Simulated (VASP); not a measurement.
# AlCo in VASP: notebook

The runs below take AlCo through single point, with PBE.

Program: VASP 6.6.1. These are calculated values, not measurements. Logs are shortened: lines on timing, memory, paths and dates and some standing lists are left out, and cuts for length are marked.

## (1) The cell of the first run

The structure is cubic, space group Pm-3m (No. 221). The conventional cell has a = 2.819 Å, b = 2.819 Å, c = 2.819 Å, α = 90.00°, β = 90.00°, γ = 90.00°. Within 3.2 Å of Al (site symmetry m-3m) lie 8 Co at 2.44 Å and 6 Al at 2.82 Å. Within 3.2 Å of Co (site symmetry m-3m) lie 8 Al at 2.44 Å and 6 Co at 2.82 Å.

## (2) Single point, PBE, collinear spin, ferromagnetic start

File INCAR:

```
PREC = Accurate
ENCUT = 520
EDIFF = 1E-7
ISMEAR = 0
SIGMA = 0.1
LREAL = False
LASPH = True
NELM = 150
ALGO = Normal
ISIF = 2
LWAVE = False
LCHARG = False
ISPIN = 2
MAGMOM = 0 3
LORBIT = 11
LMAXMIX = 4
GGA = PE
NBANDS = 17
```

File KPOINTS:

```
Automatic mesh
0
Gamma
  6 6 6
```

File POSCAR:

```
AlCo
1.0
    2.8194032100      0.0000000000      0.0000000000
    0.0000000000      2.8194032100      0.0000000000
    0.0000000000      0.0000000000      2.8194032100
Al Co
1 1
Direct
    0.0000000000      0.0000000000      0.0000000000
    0.5000000000      0.5000000000      0.5000000000
```

Potentials or basis: VASP PAW PBE potentials, release 64 (Al, Co).

Run with:

```
$ cat potpaw_PBE.64/Al/POTCAR potpaw_PBE.64/Co/POTCAR > POTCAR
$ mpirun -np 1 vasp_std > vasp.out
```

OUTCAR:

```text
PREC = Accurate
   ENCUT = 520
   EDIFF = 1E-7
   ISMEAR = 0
   LREAL = False
   LASPH = True
   NELM = 150
   ISIF = 2
   ISPIN = 2
   LORBIT = 11
   GGA = PE

 ion  position               nearest neighbor table
   1  0.000  0.000  0.000-   2 2.44   2 2.44   2 2.44   2 2.44   2 2.44   2 2.44   2 2.44   2 2.44

   2  0.500  0.500  0.500-   1 2.44   1 2.44   1 2.44   1 2.44   1 2.44   1 2.44   1 2.44   1 2.44

  LATTYP: Found a simple cubic cell.
 ALAT       =     2.8194032100

  Lattice vectors:

 A1 = (   2.8194032100,   0.0000000000,   0.0000000000)
 A2 = (   0.0000000000,   2.8194032100,   0.0000000000)
 A3 = (   0.0000000000,   0.0000000000,   2.8194032100)

Analysis of symmetry for initial positions (statically):
=====================================================================
 Subroutine PRICEL returns:
 Original cell was already a primitive cell.

 Routine SETGRP: Setting up the symmetry group for a
 simple cubic supercell.

 Subroutine GETGRP returns: Found 48 space group operations
 (whereof 48 operations were pure point group operations)
 out of a pool of 48 trial point group operations.

The static configuration has the point symmetry O_h .

Analysis of symmetry for dynamics (positions and initial velocities):
=====================================================================
 Subroutine PRICEL returns:
 Original cell was already a primitive cell.

 Routine SETGRP: Setting up the symmetry group for a
 simple cubic supercell.

 Subroutine GETGRP returns: Found 48 space group operations
 (whereof 48 operations were pure point group operations)
 out of a pool of 48 trial point group operations.

The dynamic configuration has the point symmetry O_h .

Analysis of structural, dynamic, and magnetic symmetry:
=====================================================================
 Subroutine PRICEL returns:
 Original cell was already a primitive cell.

 Routine SETGRP: Setting up the symmetry group for a
 simple cubic supercell.

 Subroutine GETGRP returns: Found 48 space group operations
 (whereof 48 operations were pure point group operations)
 out of a pool of 48 trial point group operations.

The overall configuration has the point symmetry O_h .

 Subroutine INISYM returns: Found 48 space group operations
 (whereof 48 operations are pure point group operations),
 and found     1 'primitive' translations

----------------------------------------------------------------------------------------

                                     Primitive cell

  volume of cell :      22.4115

  direct lattice vectors                    reciprocal lattice vectors
     2.819403210  0.000000000  0.000000000     0.354684990  0.000000000  0.000000000
     0.000000000  2.819403210  0.000000000     0.000000000  0.354684990  0.000000000
     0.000000000  0.000000000  2.819403210     0.000000000  0.000000000  0.354684990

  length of vectors
     2.819403210  2.819403210  2.819403210     0.354684990  0.354684990  0.354684990

  position of ions in fractional coordinates (direct lattice)
     0.000000000  0.000000000  0.000000000
     0.500000000  0.500000000  0.500000000

  ion indices of the primitive-cell ions
   primitive index   ion index
                 1           1
                 2           2

----------------------------------------------------------------------------------------

 KPOINTS: Automatic mesh

Automatic generation of k-mesh.
 Grid dimensions read from file:
 generate k-points for:    6    6    6

 Generating k-lattice:

  Cartesian coordinates                     Fractional coordinates (reciprocal lattice)
     0.059114165  0.000000000  0.000000000     0.166666667  0.000000000  0.000000000
     0.000000000  0.059114165  0.000000000     0.000000000  0.166666667  0.000000000
     0.000000000  0.000000000  0.059114165     0.000000000  0.000000000  0.166666667

  Length of vectors
     0.059114165  0.059114165  0.059114165

  Shift w.r.t. Gamma in fractional coordinates (k-lattice)
     0.000000000  0.000000000  0.000000000

 Subroutine IBZKPT returns following result:
 ===========================================

 Found     20 irreducible k-points:

 Following reciprocal coordinates:
            Coordinates               Weight
  0.000000  0.000000  0.000000      1.000000
  0.166667  0.000000  0.000000      6.000000
  0.333333  0.000000  0.000000      6.000000
  0.500000  0.000000  0.000000      3.000000
  0.166667  0.166667  0.000000     12.000000
  0.333333  0.166667  0.000000     24.000000
[... 12 lines left out ...]
  0.500000  0.500000  0.333333      6.000000
  0.500000  0.500000  0.500000      1.000000
   k-points           NKPTS =     20   k-points in BZ     NKDIM =     20   number of bands    NBANDS=     17
   number of dos      NEDOS =    301   number of ions     NIONS =      2
   total plane-waves  NPLWV =  13824
   dimension x,y,z NGX =    24 NGY =   24 NGZ =   24
   dimension x,y,z NGXF=    48 NGYF=   48 NGZF=   48
   ions per type =               1   1
   NGX,Y,Z   is equivalent  to a cutoff of  14.15, 14.15, 14.15 a.u.
   NGXF,Y,Z  is equivalent  to a cutoff of  28.30, 28.30, 28.30 a.u.
 SYSTEM =  unknown system
   PREC   = accura    normal or accurate (medium, high low for compatibility)
   ISTART =      0    job   : 0-new  1-cont  2-samecut
   ICHARG =      2    charge: 1-file 2-atom 10-const
   ISPIN  =      2    spin polarized calculation?
   LNONCOLLINEAR =      F non collinear calculations
   LSORBIT =      F    spin-orbit coupling
   LASPH  =      T    aspherical Exc in radial PAW
   ENCUT  =  520.0 eV  38.22 Ry    6.18 a.u.   5.24  5.24  5.24*2*pi/ulx,y,z
   NELM   =    150;   NELMIN=  2; NELMDL= -5     # of ELM steps
   EDIFF  = 0.1E-06   stopping-criterion for ELM
   LREAL  =      F    real-space projection
   EDIFFG = 0.1E-05   stopping-criterion for IOM
   NSW    =      0    number of steps for IOM
   IBRION =     -1    ionic relax: 0-MD 1-quasi-New 2-CG
   NFREE  =      0    steps in history (QN), initial steepest desc. (CG)
   ISIF   =      2    stress and relaxation
   ISYM   =      2    0-nonsym 1-usesym 2-fastsym
   POTIM  = 0.5000    time-step for ionic-motion
   TEBEG  =    0.0;   TEEND  =   0.0 temperature during run
   PSTRESS=    0.0 pullay stress
   NELECT =      12.0000    total number of electrons
   NUPDOWN=      -1.0000    fix difference up-down
   EMIN   =  10.00;   EMAX   =-10.00  energy-range for DOS
   EFERMI =   0.00;   METHOD = LEGACY
   ISMEAR =     0;   SIGMA  =   0.10  broadening in eV -4-tet -1-fermi 0-gaus
   EFERMI_NEDOS =   21; number of points for ismear=-14 and -15
   IALGO  =     38    algorithm
   IMIX   =      4    mixing-type and parameters
     AMIX     =   0.40;   BMIX     =  1.00
     AMIX_MAG =   1.60;   BMIX_MAG =  1.00
  volume/ion in A,a.u.               =      11.21        75.62
  Fermi-wavevector in a.u.,A,eV,Ry     =   1.329366  2.512138 24.044423  1.767215
  Thomas-Fermi vector in A             =   2.458534
   LORBIT       =     11    0 simple, 1 ext, 2 COOP (PROOUT), +10 PAW based schemes
   GGA     = PE    functional components
   LHFCALC =     F    Hartree Fock is set to
   AEXX    =    0.0000 exact exchange contribution
   IVDW    =     0    specifies the selected vdW correction
   LEPSILON=     F    determine dielectric tensor
   LRPA    =     F    only Hartree local field effects (RPA)
 spin polarized calculation
 Gauss-broadening in eV      SIGMA  =   0.10
  energy-cutoff  :      520.00
  volume of cell :       22.41
 maximum number of plane-waves:       624
 NGX is ok and might be reduce to    24
   NGX = 11   NGY = 11   NGZ = 11

 number of electron      11.9999996 magnetization      -0.0038345

 number of electron      11.9999996 magnetization       0.0260145

 Free energy of the ion-electron system (eV)
  ---------------------------------------------------
  ext. energy  EPLUGINS =         0.00000000
  ---------------------------------------------------
  free energy    TOTEN  =       -11.97024892 eV

  energy without entropy =      -11.96435786  energy(sigma->0) =      -11.96730339

 E-fermi :  11.0926     XC(G=0): -12.4221

 val. band max:       11.0918346492   @ k =   0.5000   0.3333   0.0000
 cond. band min:      11.1856331262   @ k =   0.5000   0.3333   0.1667
 fundamental gap:      0.0937984770
 Fermi energy:        11.0925886395

 spin component 1

 k-point     1 :       0.0000    0.0000    0.0000
  band No.  band energies     occupation
      1      -0.2791      1.00000
      2       7.9087      1.00000
      3       7.9087      1.00000
      4      10.1503      1.00000
      5      10.1503      1.00000
      6      10.1503      1.00000
[... 9 lines left out ...]
     16      34.9915      0.00000
     17      34.9915      0.00000
[... 361 lines left out ...]
 k-point    20 :       0.5000    0.5000    0.5000
  band No.  band energies     occupation
      1       6.9318      1.00000
      2       6.9318      1.00000
      3       6.9318      1.00000
      4      10.8078      0.99997
      5      10.8078      0.99997
      6      13.4057      0.00000
[... 9 lines left out ...]
     16      43.6528      0.00000
     17      43.6528      0.00000
 Fermi energy:        11.0925886395

 spin component 2

 k-point     1 :       0.0000    0.0000    0.0000
  band No.  band energies     occupation
      1      -0.2819      1.00000
      2       7.9455      1.00000
      3       7.9455      1.00000
      4      10.1681      1.00000
      5      10.1681      1.00000
      6      10.1681      1.00000
[... 9 lines left out ...]
     16      34.9861      0.00000
     17      34.9861      0.00000
[... 361 lines left out ...]
 k-point    20 :       0.5000    0.5000    0.5000
  band No.  band energies     occupation
      1       6.9392      1.00000
      2       6.9392      1.00000
      3       6.9392      1.00000
      4      10.8624      0.99943
      5      10.8624      0.99943
      6      13.4039      0.00000
[... 9 lines left out ...]
     16      43.6535      0.00000
     17      43.6535      0.00000

------------------------ aborting loop because EDIFF is reached ----------------------------------------

  FORCE on cell =-STRESS in cart. coord.  units (eV):
  Direction    XX          YY          ZZ          XY          YZ          ZX
  --------------------------------------------------------------------------------------
  -------------------------------------------------------------------------------------
  Total        0.9609034      0.9609034      0.9609034      0.0000000      0.0000000     -0.0000000
  in kB       68.6939929     68.6939929     68.6939929      0.0000000      0.0000000     -0.0000000
  external PRESSURE =      68.6939929 kB  Pullay stress =       0.0000000 kB

 VOLUME and BASIS-vectors are now :
 -----------------------------------------------------------------------------
  energy-cutoff  :      520.00
  volume of cell :       22.41
      direct lattice vectors                 reciprocal lattice vectors
     2.819403210  0.000000000  0.000000000     0.354684990  0.000000000  0.000000000
     0.000000000  2.819403210  0.000000000     0.000000000  0.354684990  0.000000000
     0.000000000  0.000000000  2.819403210     0.000000000  0.000000000  0.354684990

 POSITION                                       TOTAL-FORCE (eV/Angst)
 -----------------------------------------------------------------------------------
      0.00000      0.00000      0.00000         0.000000      0.000000      0.000000
      1.40970      1.40970      1.40970         0.000000      0.000000      0.000000
 -----------------------------------------------------------------------------------
    total drift:                                0.000000     -0.000000     -0.000000

  FREE ENERGIE OF THE ION-ELECTRON SYSTEM (eV)
  ---------------------------------------------------
  free  energy   TOTEN  =       -11.9702489235 eV

  energy  without entropy=      -11.9643578627  energy(sigma->0) =      -11.96730339

 total charge

# of ion       s       p       d       tot
------------------------------------------
    1        0.399   0.445   0.000   0.844
    2        0.446   0.530   7.539   8.515
--------------------------------------------------
tot          0.845   0.975   7.539   9.358

 magnetization (x)

# of ion       s       p       d       tot
------------------------------------------
    1       -0.000  -0.000   0.000  -0.000
    2        0.000  -0.001   0.032   0.031
--------------------------------------------------
tot          0.000  -0.001   0.032   0.031
```

Run time: 4.2 min. Hardware: 1 thread of AMD EPYC 7R43 (Zen 3), shared host; peak memory 0.12 GiB.

Results:

```yaml
Free_energy: -11.9702 eV
Pressure: 6.9 GPa
Band_gap_on_the_k_mesh: zero (filled and empty bands overlap)
Net_moment: 0.03 μB per cell
Site_moments: Al -0.00; Co +0.03 μB
Valence_electrons_inside_the_program's_atomic_spheres: Al 0.84; Co 8.52
```

Caveat: the k points lie up to 0.37 Å⁻¹ apart; the starting moments collapsed, and a magnetic state may lie lower.

## (3) Single point, PBE (uniaxial strain along a: +3.0 %)

File INCAR:

```
  PREC = Accurate
  ENCUT = 520
  EDIFF = 1E-6
  ISMEAR = 0
  SIGMA = 0.1
  LREAL = F
  LASPH = T
  NELM = 80
  ALGO = Fast
  ISIF = 2
  LWAVE = F
  LCHARG = F
  GGA = PE
  NBANDS = 13
```

File KPOINTS:

```
Automatic mesh
0
Gamma
  18 18 18
```

File POSCAR:

```
AlCo
1.0
    2.9374594817      0.0000000000      0.0000000000
    0.0000000000      2.8305131414      0.0000000000
    0.0000000000      0.0000000000      2.8305131414
Al Co
1 1
Direct
    0.0000000000      0.0000000000      0.0000000000
    0.5000000000      0.5000000000      0.5000000000
```

Potentials or basis: VASP PAW PBE potentials, release 64 (Al, Co).

Run with:

```
$ cat potpaw_PBE.64/Al/POTCAR potpaw_PBE.64/Co/POTCAR > POTCAR
$ mpirun -np 1 vasp_std > vasp.out
```

OUTCAR:

```text
PREC = Accurate
   ENCUT = 520
   EDIFF = 1E-6
   ISMEAR = 0
   LREAL = F
   LASPH = T
   NELM = 80
   ISIF = 2
   GGA = PE

 ion  position               nearest neighbor table
   1  0.000  0.000  0.000-   2 2.48   2 2.48   2 2.48   2 2.48   2 2.48   2 2.48   2 2.48   2 2.48

   2  0.500  0.500  0.500-   1 2.48   1 2.48   1 2.48   1 2.48   1 2.48   1 2.48   1 2.48   1 2.48

  LATTYP: Found a simple tetragonal cell.
 ALAT       =     2.8305131414
 C/A-ratio  =     1.0377833753

  Lattice vectors:

[... 564 lines left out ...]
      8      15.4063      0.00000
      9      17.6491      0.00000
     10      20.0638      0.00000
     11      22.3376      0.00000
     12      26.2283      0.00000
     13      27.2257      0.00000

 [... further k-points ...]
[... 5 lines left out ...]
  --------------------------------------------------------------------------------------
  -------------------------------------------------------------------------------------
  Total       -0.8509336     -0.1618880     -0.1618880      0.0000000      0.0000000      0.0000000
  in kB      -57.9300641    -11.0210529    -11.0210529      0.0000000      0.0000000      0.0000000
  external PRESSURE =     -26.6573900 kB  Pullay stress =       0.0000000 kB

 VOLUME and BASIS-vectors are now :
 -----------------------------------------------------------------------------
  energy-cutoff  :      520.00
  volume of cell :       23.53
      direct lattice vectors                 reciprocal lattice vectors
     2.937459482  0.000000000  0.000000000     0.340430228  0.000000000  0.000000000
     0.000000000  2.830513141  0.000000000     0.000000000  0.353292831  0.000000000
     0.000000000  0.000000000  2.830513141     0.000000000  0.000000000  0.353292831

 POSITION                                       TOTAL-FORCE (eV/Angst)
 -----------------------------------------------------------------------------------
      0.00000      0.00000      0.00000         0.000000      0.000000      0.000000
      1.46873      1.41526      1.41526         0.000000      0.000000      0.000000
 -----------------------------------------------------------------------------------
    total drift:                                0.000000     -0.000000     -0.000000

  FREE ENERGIE OF THE ION-ELECTRON SYSTEM (eV)
  ---------------------------------------------------
  free  energy   TOTEN  =       -11.9784319932 eV

  energy  without entropy=      -11.9730111739  energy(sigma->0) =      -11.97572158
```

stdout:

```text
POSCAR found type information on POSCAR AlCo
 POSCAR found :  2 types and       2 ions
 scaLAPACK will be used
 LDA part: xc-table for (Slater+PW92), standard interpolation
 POSCAR, INCAR and KPOINTS ok, starting setup
 FFT: planning ... GRIDC
 FFT: planning ... GRID_SOFT
 FFT: planning ... GRID
 WAVECAR not read
 entering main loop
```

Wall time 89 s (1 thread of AMD EPYC 9R45 (Zen 5), shared host); peak memory 0.26 GiB.

Results:

```yaml
Free_energy: -11.9784 eV
Pressure: -2.7 GPa
Band_gap_on_the_k_mesh: zero (band 6 reaches 12.66 eV, above the bottom of band 7 at 10.07 eV)
```

Caveat: the cell differs from its parent crystal (uniaxial strain along a: +3.0 %). Spin polarisation is off, so any magnetic state and its effect on volume and gap are missing.

## (4) Single point, PBE, collinear spin, ferrimagnetic start

This run uses another cell than the first one, of 11.60 Å³/atom, 1.035 times its volume.

File INCAR:

```
ALGO = Normal
EDIFF = 1E-6
ENCUT = 520
GGA = PE
ISIF = 2
ISMEAR = 0
ISPIN = 2
LASPH = True
LCHARG = False
LMAXMIX = 4
LORBIT = 11
LREAL = False
LWAVE = False
MAGMOM = -0.01 0.16
NBANDS = 17
NELM = 150
PREC = Accurate
SIGMA = 0.1
```

File KPOINTS:

```
k-points
0
Gamma
  14 14 14
```

File POSCAR:

```
AlCo
1.0
    2.8519023360      0.0000000000      0.0000000000
    0.0000000000      2.8519023360      0.0000000000
    0.0000000000      0.0000000000      2.8519023360
Al Co
1 1
Direct
    0.0000000000      0.0000000000      0.0000000000
    0.5000000000      0.5000000000      0.5000000000
```

Run with:

```
$ cat potpaw_PBE.64/Al/POTCAR potpaw_PBE.64/Co/POTCAR > POTCAR
$ mpirun -np 1 vasp_std > vasp.out
```

Wall time 41 s (1 thread of AMD EPYC 9R45 (Zen 5), shared host); peak memory 0.17 GiB.

The run converged. Its results:

| Quantity | Value |
| --- | --- |
| Free energy | -11.9911 eV |
| Pressure | 0.0 GPa |
| Band gap on the k mesh | zero (filled and empty bands overlap) |
| Net moment | 0.00 μB per cell |
| Valence electrons inside the program's atomic spheres | Al 0.82; Co 8.45 |

Levels at points of the mesh, in eV from the Fermi level:
Spin up:
```csv
k point,band 4,band 5,band 6,band 7,band 8,band 9
"(0.00, 0.00, 0.00)",-0.85,-0.85,-0.85,5.94,5.94,5.94
"(0.50, 0.00, 0.00)",-1.72,-1.72,-0.74,0.16,8.38,10.59
"(0.50, 0.50, 0.00)",-2.69,-1.51,-1.51,-0.25,2.41,3.43
"(0.50, 0.50, 0.50)",-0.21,-0.21,2.38,2.38,2.38,4.08
```
Spin down:
| k point | band 4 | band 5 | band 6 | band 7 | band 8 | band 9 |
| --- | --- | --- | --- | --- | --- | --- |
| (0.00, 0.00, 0.00) | -0.85 | -0.85 | -0.85 | 5.94 | 5.94 | 5.94 |
| (0.50, 0.00, 0.00) | -1.72 | -1.72 | -0.74 | 0.16 | 8.38 | 10.59 |
| (0.50, 0.50, 0.00) | -2.69 | -1.51 | -1.51 | -0.25 | 2.41 | 3.43 |
| (0.50, 0.50, 0.50) | -0.21 | -0.21 | 2.38 | 2.38 | 2.38 | 4.08 |
